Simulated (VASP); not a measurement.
# Be (P6_3/mmc) in VASP: notebook

Aim: see how the results for Be move with the level of theory and the settings. Levels: PBEsol, RPBE, revPBE, r2SCAN. Tasks: single point.

All numbers are computed with VASP 6.6.1; they aren't measurements. Logs are shortened: lines on timing, memory, paths and dates and some standing lists are left out, and cuts for length are marked.

## 1. The cell of the first run

Symmetry: P6_3/mmc, No. 194, hexagonal system. The conventional cell has a = 2.285 Å, b = 2.285 Å, c = 3.584 Å, α = 90.00°, β = 90.00°, γ = 120.00°. Be (site symmetry -6m2) has 12 Be at 2.23 to 2.29 Å within 2.9 Å.

## 2. Single point, PBEsol

Input file INCAR:

```
SYSTEM = Be
PREC     = Accurate       ! precision mode
ENCUT    = 520            ! plane-wave cutoff, eV
EDIFF    = 1E-6           ! SCF threshold, eV
ISMEAR   = -1             ! smearing method
SIGMA    = 0.05           ! smearing width, eV
LREAL    = .FALSE.        ! projectors in reciprocal space
LASPH    = .TRUE.         ! aspherical terms in the spheres
NELM     = 80             ! most SCF steps
ALGO     = Normal         ! electronic algorithm
ISIF     = 2              ! what is computed and relaxed
LWAVE    = .FALSE.        ! write WAVECAR
LCHARG   = .FALSE.        ! write CHGCAR
GGA      = PS             ! functional
NBANDS   = 9              ! bands
```

Input file KPOINTS:

```
Automatic mesh
0
G
  8 8 4
  0 0 0
```

Input file POSCAR:

```
Be
1.0
    2.2853000000      0.0000000000      0.0000000000
   -1.1426500000      1.9791278553      0.0000000000
    0.0000000000      0.0000000000      3.5842000000
Be
2
Direct
    0.6666666667      0.3333333333      0.7500000000
    0.3333333333      0.6666666667      0.2500000000
```

Potentials or basis: VASP PAW PBE potentials, release 64 (Be).

Command:

```
cat potpaw_PBE.64/Be/POTCAR > POTCAR
mpirun -np 1 vasp_std > vasp.out
```

OUTCAR:

```text
SYSTEM = Be
   PREC = Accurate
   ENCUT = 520
   EDIFF = 1E-6
   ISMEAR = -1
   LREAL = .FALSE.
   LASPH = .TRUE.
   NELM = 80
   ISIF = 2
   GGA = PS

 ion  position               nearest neighbor table
   1  0.667  0.333  0.750-   2 2.23   2 2.23   2 2.23   2 2.23   2 2.23   2 2.23
   2  0.333  0.667  0.250-   1 2.23   1 2.23   1 2.23   1 2.23   1 2.23   1 2.23

  LATTYP: Found a hexagonal cell.
 ALAT       =     2.2853000000
 C/A-ratio  =     1.5683717674

  Lattice vectors:

 A1 = (   2.2853000000,   0.0000000000,   0.0000000000)
 A2 = (  -1.1426500000,   1.9791278553,   0.0000000000)
 A3 = (   0.0000000000,   0.0000000000,   3.5842000000)

Analysis of symmetry for initial positions (statically):
=====================================================================
 Subroutine PRICEL returns:
 Original cell was already a primitive cell.

 Routine SETGRP: Setting up the symmetry group for a
 hexagonal supercell.

 Subroutine GETGRP returns: Found 24 space group operations
 (whereof 12 operations were pure point group operations)
 out of a pool of 24 trial point group operations.

The static configuration has the point symmetry D_3d.
 The point group associated with its full space group is D_6h.

Analysis of symmetry for dynamics (positions and initial velocities):
=====================================================================
 Subroutine PRICEL returns:
 Original cell was already a primitive cell.

 Routine SETGRP: Setting up the symmetry group for a
 hexagonal supercell.

 Subroutine GETGRP returns: Found 24 space group operations
 (whereof 12 operations were pure point group operations)
 out of a pool of 24 trial point group operations.

The dynamic configuration has the point symmetry D_3d.
 The point group associated with its full space group is D_6h.

 Subroutine INISYM returns: Found 24 space group operations
 (whereof 12 operations are pure point group operations),
 and found     1 'primitive' translations

----------------------------------------------------------------------------------------

                                     Primitive cell

  volume of cell :      16.2110

  direct lattice vectors                    reciprocal lattice vectors
     2.285300000  0.000000000  0.000000000     0.437579311  0.252636533  0.000000000
    -1.142650000  1.979127855  0.000000000     0.000000000  0.505273066  0.000000000
     0.000000000  0.000000000  3.584200000     0.000000000  0.000000000  0.279002288

  length of vectors
     2.285300000  2.285300000  3.584200000     0.505273066  0.505273066  0.279002288

  position of ions in fractional coordinates (direct lattice)
     0.666666667  0.333333333  0.750000000
     0.333333333  0.666666667  0.250000000

  ion indices of the primitive-cell ions
   primitive index   ion index
                 1           1
                 2           2

----------------------------------------------------------------------------------------

 KPOINTS: Automatic mesh

Automatic generation of k-mesh.
 Grid dimensions read from file:
 generate k-points for:    8    8    4

 Generating k-lattice:

  Cartesian coordinates                     Fractional coordinates (reciprocal lattice)
     0.054697414  0.031579567  0.000000000     0.125000000  0.000000000  0.000000000
     0.000000000  0.063159133  0.000000000     0.000000000  0.125000000  0.000000000
     0.000000000  0.000000000  0.069750572     0.000000000  0.000000000  0.250000000

  Length of vectors
     0.063159133  0.063159133  0.069750572

  Shift w.r.t. Gamma in fractional coordinates (k-lattice)
     0.000000000  0.000000000  0.000000000

 Subroutine IBZKPT returns following result:
 ===========================================

 Found     30 irreducible k-points:

 Following reciprocal coordinates:
            Coordinates               Weight
  0.000000  0.000000  0.000000      1.000000
  0.125000 -0.000000  0.000000      6.000000
  0.250000 -0.000000  0.000000      6.000000
  0.375000  0.000000  0.000000      6.000000
  0.500000 -0.000000  0.000000      3.000000
  0.125000  0.125000  0.000000      6.000000
[... 16 lines left out ...]
  0.250000 -0.000000  0.500000      6.000000
  0.375000  0.000000  0.500000      6.000000
 [... further k-points ...]
   k-points           NKPTS =     30   k-points in BZ     NKDIM =     30   number of bands    NBANDS=      9
   number of dos      NEDOS =    301   number of ions     NIONS =      2
   total plane-waves  NPLWV =   9072
   dimension x,y,z NGX =    18 NGY =   18 NGZ =   28
   dimension x,y,z NGXF=    36 NGYF=   36 NGZF=   56
   ions per type =               2
   NGX,Y,Z   is equivalent  to a cutoff of  13.09, 13.09, 12.99 a.u.
   NGXF,Y,Z  is equivalent  to a cutoff of  26.19, 26.19, 25.97 a.u.
 SYSTEM =  Be
   PREC   = accura    normal or accurate (medium, high low for compatibility)
   ISTART =      0    job   : 0-new  1-cont  2-samecut
   ICHARG =      2    charge: 1-file 2-atom 10-const
   ISPIN  =      1    spin polarized calculation?
   LNONCOLLINEAR =      F non collinear calculations
   LSORBIT =      F    spin-orbit coupling
   LASPH  =      T    aspherical Exc in radial PAW
   ENCUT  =  520.0 eV  38.22 Ry    6.18 a.u.   4.25  4.25  6.66*2*pi/ulx,y,z
   NELM   =     80;   NELMIN=  2; NELMDL= -5     # of ELM steps
   EDIFF  = 0.1E-05   stopping-criterion for ELM
   LREAL  =      F    real-space projection
   EDIFFG = 0.1E-04   stopping-criterion for IOM
   NSW    =      0    number of steps for IOM
   IBRION =     -1    ionic relax: 0-MD 1-quasi-New 2-CG
   NFREE  =      0    steps in history (QN), initial steepest desc. (CG)
   ISIF   =      2    stress and relaxation
   ISYM   =      2    0-nonsym 1-usesym 2-fastsym
   POTIM  = 0.5000    time-step for ionic-motion
   TEBEG  =    0.0;   TEEND  =   0.0 temperature during run
   PSTRESS=    0.0 pullay stress
   NELECT =       4.0000    total number of electrons
   NUPDOWN=      -1.0000    fix difference up-down
   EMIN   =  10.00;   EMAX   =-10.00  energy-range for DOS
   EFERMI =   0.00;   METHOD = LEGACY
   ISMEAR =    -1;   SIGMA  =   0.05  broadening in eV -4-tet -1-fermi 0-gaus
   EFERMI_NEDOS =   21; number of points for ismear=-14 and -15
   IALGO  =     38    algorithm
   IMIX   =      4    mixing-type and parameters
     AMIX     =   0.40;   BMIX     =  1.00
     AMIX_MAG =   1.60;   BMIX_MAG =  1.00
  volume/ion in A,a.u.               =       8.11        54.70
  Fermi-wavevector in a.u.,A,eV,Ry     =   1.026814  1.940397 14.345258  1.054347
  Thomas-Fermi vector in A             =   2.160726
   LORBIT       =      0    0 simple, 1 ext, 2 COOP (PROOUT), +10 PAW based schemes
   GGA     = PS    functional components
   LHFCALC =     F    Hartree Fock is set to
   AEXX    =    0.0000 exact exchange contribution
   IVDW    =     0    specifies the selected vdW correction
   LEPSILON=     F    determine dielectric tensor
   LRPA    =     F    only Hartree local field effects (RPA)
 non-spin polarized calculation
  energy-cutoff  :      520.00
  volume of cell :       16.21
 maximum number of plane-waves:       448
 NGX is ok and might be reduce to    18
   NGX =  9   NGY =  9   NGZ = 13

 number of electron       4.0000000 magnetization

 Free energy of the ion-electron system (eV)
  ---------------------------------------------------
  ext. energy  EPLUGINS =         0.00000000
  ---------------------------------------------------
  free energy    TOTEN  =        -7.95039489 eV

  energy without entropy =       -7.94504488  energy(sigma->0) =       -7.94771989

 E-fermi :   7.5254     XC(G=0): -10.5265

 val. band max:        6.4787032157   @ k =   0.2500   0.1250   0.0000
 cond. band min:       7.5774718256   @ k =   0.3750   0.2500   0.2500
 fundamental gap:      1.0987686099
 Fermi energy:         7.5254338062

 k-point     1 :       0.0000    0.0000    0.0000
  band No.  band energies     occupation
      1      -4.3936      2.00000
      2       2.4842      2.00000
      3       7.9175      0.00079
      4      22.4211      0.00000
      5      22.4211      0.00000
      6      25.2374      0.00000
      7      25.2374      0.00000
      8      27.4135      0.00000
      9      33.4462      0.00000

 k-point     2 :       0.1250   -0.0000    0.0000
  band No.  band energies     occupation
      1      -3.9505      2.00000
      2       3.0610      2.00000
      3       8.0427      0.00006
      4      19.4119      0.00000
      5      20.4916      0.00000
      6      25.1541      0.00000
      7      25.8311      0.00000
      8      26.4180      0.00000
      9      29.3511      0.00000

 k-point     3 :       0.2500   -0.0000    0.0000
  band No.  band energies     occupation
      1      -2.6206      2.00000
      2       4.7806      2.00000
      3       8.1202      0.00001
      4      14.7069      0.00000
      5      18.0843      0.00000
      6      22.4347      0.00000
      7      23.0158      0.00000
      8      24.9775      0.00000
      9      26.2404      0.00000

 k-point     4 :       0.3750    0.0000    0.0000
  band No.  band energies     occupation
      1      -0.4301      2.00000
      2       6.3744      2.00000
      3       7.5781      0.51736
      4      12.8298      0.00000
      5      16.5126      0.00000
      6      17.0291      0.00000
      7      18.9502      0.00000
      8      23.8764      0.00000
      9      26.0047      0.00000

 k-point     5 :       0.5000   -0.0000    0.0000
  band No.  band energies     occupation
      1       1.8637      2.00000
      2       3.6903      2.00000
      3      10.3887      0.00000
      4      13.2271      0.00000
      5      13.4414      0.00000
      6      15.9759      0.00000
      7      16.7575      0.00000
      8      23.4508      0.00000
      9      26.0145      0.00000

 k-point     6 :       0.1250    0.1250    0.0000
  band No.  band energies     occupation
      1      -3.0626      2.00000
      2       4.2098      2.00000
      3       8.2266      0.00000
      4      16.2988      0.00000
      5      17.5180      0.00000
      6      24.1701      0.00000
      7      24.5936      0.00000
      8      24.6015      0.00000
      9      29.2298      0.00000
[... 169 lines left out ...]
 k-point    21 :       0.0000    0.0000    0.5000
  band No.  band energies     occupation
      1      -2.2444      2.00000
      2      -2.2444      2.00000
      3      17.4325      0.00000
      4      17.4325      0.00000
      5      24.0523      0.00000
      6      24.0523      0.00000
      7      24.0523      0.00000
      8      24.0523      0.00000
      9      33.5983      0.00000

 k-point    22 :       0.1250   -0.0000    0.5000
  band No.  band energies     occupation
      1      -1.7930      2.00000
      2      -1.7930      2.00000
      3      17.4750      0.00000
      4      17.4750      0.00000
      5      21.8951      0.00000
      6      21.8951      0.00000
      7      22.6972      0.00000
      8      22.6972      0.00000
      9      29.6439      0.00000

 k-point    23 :       0.2500   -0.0000    0.5000
  band No.  band energies     occupation
      1      -0.4585      2.00000
      2      -0.4585      2.00000
      3      15.3510      0.00000
      4      15.3510      0.00000
      5      19.7612      0.00000
      6      19.7612      0.00000
      7      20.5628      0.00000
      8      20.5628      0.00000
      9      28.3788      0.00000

 k-point    24 :       0.3750    0.0000    0.5000
  band No.  band energies     occupation
      1       1.6192      2.00000
      2       1.6192      2.00000
      3      10.8495      0.00000
      4      10.8495      0.00000
      5      19.0740      0.00000
      6      19.0740      0.00000
      7      20.9077      0.00000
      8      20.9077      0.00000
      9      27.2301      0.00000

 [... further k-points ...]
[... 5 lines left out ...]
  --------------------------------------------------------------------------------------
  -------------------------------------------------------------------------------------
  Total       -0.4890581     -0.4890581     -0.0954690      0.0000000     -0.0000000      0.0000000
  in kB      -48.3350044    -48.3350044     -9.4354698      0.0000000     -0.0000000      0.0000000
  external PRESSURE =     -35.3684929 kB  Pullay stress =       0.0000000 kB

 VOLUME and BASIS-vectors are now :
 -----------------------------------------------------------------------------
  energy-cutoff  :      520.00
  volume of cell :       16.21
      direct lattice vectors                 reciprocal lattice vectors
     2.285300000  0.000000000  0.000000000     0.437579311  0.252636533  0.000000000
    -1.142650000  1.979127855  0.000000000     0.000000000  0.505273066  0.000000000
     0.000000000  0.000000000  3.584200000     0.000000000  0.000000000  0.279002288

 POSITION                                       TOTAL-FORCE (eV/Angst)
 -----------------------------------------------------------------------------------
      1.14265      0.65971      2.68815        -0.000000      0.000000      0.000000
     -0.00000      1.31942      0.89605         0.000000     -0.000000      0.000000
 -----------------------------------------------------------------------------------
    total drift:                                0.000000     -0.000000      0.000000

  FREE ENERGIE OF THE ION-ELECTRON SYSTEM (eV)
  ---------------------------------------------------
  free  energy   TOTEN  =        -7.9503948874 eV

  energy  without entropy=       -7.9450448834  energy(sigma->0) =       -7.94771989
```

It took 4.1 s on 1 thread of Intel Xeon 8259CL, shared host; peak memory 0.12 GiB.

What came out:

| Quantity | Value |
| --- | --- |
| Free energy | -7.9504 eV |
| Pressure | -3.5 GPa |
| Band gap on the k mesh | zero (bands 2 and 3 overlap by 0.01 eV) |

Stress tensor (GPa, compression positive):
```
-4.83  0.00  0.00
 0.00 -4.83  0.00
 0.00  0.00 -0.94
```

Caveat: the k points lie up to 0.44 Å⁻¹ apart; the PAW data sets were made with another functional, which shifts forces and pressure a little.

## 3. Single point, RPBE

Input file INCAR:

```
ALGO = Fast
EDIFF = 1E-6
ENCUT = 520
GGA = RP
ISIF = 2
ISMEAR = -1
LASPH = T
LCHARG = F
LREAL = F
LWAVE = F
NBANDS = 9
NELM = 100
PREC = Accurate
SIGMA = 0.05
```

Input file KPOINTS:

```
k-points
0
Gamma
  8 8 4
```

POSCAR is that of step 2.

Potentials or basis: VASP PAW PBE potentials, release 64 (Be).

Command:

```
cat potpaw_PBE.64/Be/POTCAR > POTCAR
mpirun -np 1 vasp_std > vasp.out
```

Wall time 4.3 s (1 thread of Intel Xeon 8259CL, shared host); peak memory 0.12 GiB.

Results (log left out):

| Item | Value |
| --- | --- |
| Free energy | -6.9881 eV |
| Pressure | 0.2 GPa |
| Band gap on the k mesh | zero (bands 2 and 3 overlap by 0.01 eV) |

Stress tensor (GPa, compression positive):
```
-1.05  0.00  0.00
 0.00 -1.05  0.00
 0.00  0.00  2.79
```

Levels at points of the mesh, in eV from the Fermi level:
```csv
k point,band 1,band 2,band 3,band 4,band 5,band 6
"(0.00, 0.00, 0.00)",-12.00,-5.05,0.31,15.03,15.03,17.85
"(0.50, 0.00, 0.00)",-5.67,-3.88,2.88,5.67,5.92,8.53
"(0.00, 0.00, 0.50)",-9.84,-9.84,9.91,9.91,16.68,16.68
"(0.50, 0.00, 0.50)",-4.29,-4.29,0.71,0.71,11.12,11.12
```

Caveat: the k points lie up to 0.44 Å⁻¹ apart; the PAW data sets were made with another functional, which shifts forces and pressure a little.

## 4. Single point, revPBE

Changes to INCAR since step 3:

```diff
@@ -1,5 +1,5 @@
-ALGO = Fast
+ALGO = Normal
 EDIFF = 1E-6
 ENCUT = 520
-GGA = RP
+GGA = RE
 ISIF = 2
```

KPOINTS is that of step 3.

POSCAR is that of step 3.

Command:

```
cat potpaw_PBE.64/Be/POTCAR > POTCAR
mpirun -np 1 vasp_std > vasp.out
```

Run time: 4 s. Hardware: 1 thread of Intel Xeon 8259CL, shared host; peak memory 0.12 GiB.

The run converged. Its results:

| Quantity | Value |
| --- | --- |
| Free energy | -7.0733 eV |
| Pressure | -0.2 GPa |
| Band gap on the k mesh | zero (bands 2 and 3 overlap by 0.01 eV) |

Stress tensor (GPa, compression positive):
```
-1.50  0.00  0.00
 0.00 -1.50  0.00
 0.00  0.00  2.31
```

Levels at points of the mesh, in eV from the Fermi level:
| k point | band 1 | band 2 | band 3 | band 4 | band 5 |
| --- | --- | --- | --- | --- | --- |
| (0.00, 0.00, 0.00) | -11.99 | -5.05 | 0.32 | 15.01 | 15.01 |
| (0.50, 0.00, 0.00) | -5.67 | -3.88 | 2.88 | 5.68 | 5.92 |
| (0.00, 0.00, 0.50) | -9.83 | -9.83 | 9.91 | 9.91 | 16.66 |
| (0.50, 0.00, 0.50) | -4.29 | -4.29 | 0.72 | 0.72 | 11.11 |

Caveat: the k points lie up to 0.44 Å⁻¹ apart; the PAW data sets were made with another functional, which shifts forces and pressure a little.

## 5. Single point, r2SCAN

POSCAR is that of step 4.

Input file INCAR.step1:

```
  PREC = Accurate
  ENCUT = 520
  ISMEAR = -1
  SIGMA = 0.05
  LREAL = F
  LASPH = T
  NELM = 80
  NBANDS = 9
  GGA = PE
  ALGO = Normal
  EDIFF = 1E-4
  LWAVE = T
  LCHARG = F
```

Input file INCAR.step2:

```
  PREC = Accurate
  ENCUT = 520
  EDIFF = 1E-6
  ISMEAR = -1
  SIGMA = 0.05
  LREAL = F
  LASPH = T
  NELM = 80
  ALGO = Normal
  ISIF = 2
  LWAVE = F
  LCHARG = F
  METAGGA = R2SCAN
  LMIXTAU = T
  NBANDS = 9
  ISTART = 1
```

Input file KPOINTS:

```
Automatic mesh
0
Gamma
  8 8 4
```

Command:

```
cat potpaw_PBE.64/Be/POTCAR > POTCAR
cp INCAR.step1 INCAR
mpirun -np 1 vasp_std > vasp.out
cp INCAR.step2 INCAR
mpirun -np 1 vasp_std > vasp.out
```

It took 14 s on 1 thread of Intel Xeon 8259CL, shared host; peak memory 0.12 GiB.

Results (log left out):

```
Free energy            : -8.6343 eV
Pressure               : -2.7 GPa
Band gap on the k mesh : zero (bands 2 and 3 overlap by 0.05 eV)
```

Stress tensor (GPa, compression positive):
```
-4.32  0.00  0.00
 0.00 -4.32  0.00
 0.00  0.00  0.50
```

Levels at points of the mesh, in eV from the Fermi level:
```tsv
k point	band 1	band 2	band 3	band 4	band 5	band 6	band 7
(0.00, 0.00, 0.00)	-12.87	-5.39	0.27	16.16	16.16	19.17	19.17
(0.50, 0.00, 0.00)	-6.09	-4.14	3.10	5.93	6.31	9.19	9.65
(0.00, 0.00, 0.50)	-10.54	-10.54	10.54	10.54	17.95	17.95	17.95
(0.50, 0.00, 0.50)	-4.57	-4.57	0.69	0.69	11.95	11.95	15.61
```

Caveat: the k points lie up to 0.44 Å⁻¹ apart; the PAW data sets were made with another functional, which shifts forces and pressure a little.

## 6. Overview

```csv
level,gap on the mesh (eV),pressure (GPa)
PBEsol,none,-3.5
RPBE,none,0.2
revPBE,none,-0.2
r2SCAN,none,-2.7
```

Alike in all rows: task single point; potentials or basis VASP PAW PBE potentials, release 64 (Be); no spin polarisation; cell as given; k mesh 8 × 8 × 4; cutoff (eV) 520; smearing fermi-dirac 0.05 eV.

Caveats: all runs use coarse meshes; the PAW data sets were made with another functional, which shifts forces and pressure a little.

Total energies depend on the potentials used, so only differences within one code and one set of settings carry meaning.
